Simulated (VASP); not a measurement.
A run of VASP 6.6.1 is set up as follows.

The input INCAR:

```
PREC = Accurate
ENCUT = 520
EDIFF = 1E-7
ISMEAR = 0
SIGMA = 0.1
LREAL = False
LASPH = True
NELM = 80
ALGO = Fast
ISIF = 2
LWAVE = False
LCHARG = False
GGA = PE
NBANDS = 17
```

Contents of KPOINTS:

```
regular mesh
0
Gamma
  6 6 6
```

Contents of POSCAR:

```
Mg3Te2
1.0
    5.8326362679      0.0000000000      0.0000000000
   -2.9163181339      5.0512111790      0.0000000000
    0.0000000000      0.0000000000      6.1285001695
Mg Te
3 2
Direct
    0.5000000000      0.0000000000      0.5000000000
    0.0000000000      0.5000000000      0.5000000000
    0.5000000000      0.5000000000      0.5000000000
    0.0000000000      0.0000000000      0.2490260350
    0.0000000000      0.0000000000      0.7509739650
```

Potentials or basis: VASP PAW PBE potentials, release 64 (Mg, Te).

Run with:

```console
$ cat potpaw_PBE.64/Mg/POTCAR potpaw_PBE.64/Te/POTCAR > POTCAR
$ mpirun -np 1 vasp_std > vasp.out
```

(1) Estimate the pressure.

(2) Predict the band gap on the k mesh.

Results:

(1) -0.1 GPa.

(2) zero (bands 9 and 10 overlap by 1.15 eV).

Caveat: spin-orbit coupling is left out, which moves the levels of the heavy elements.
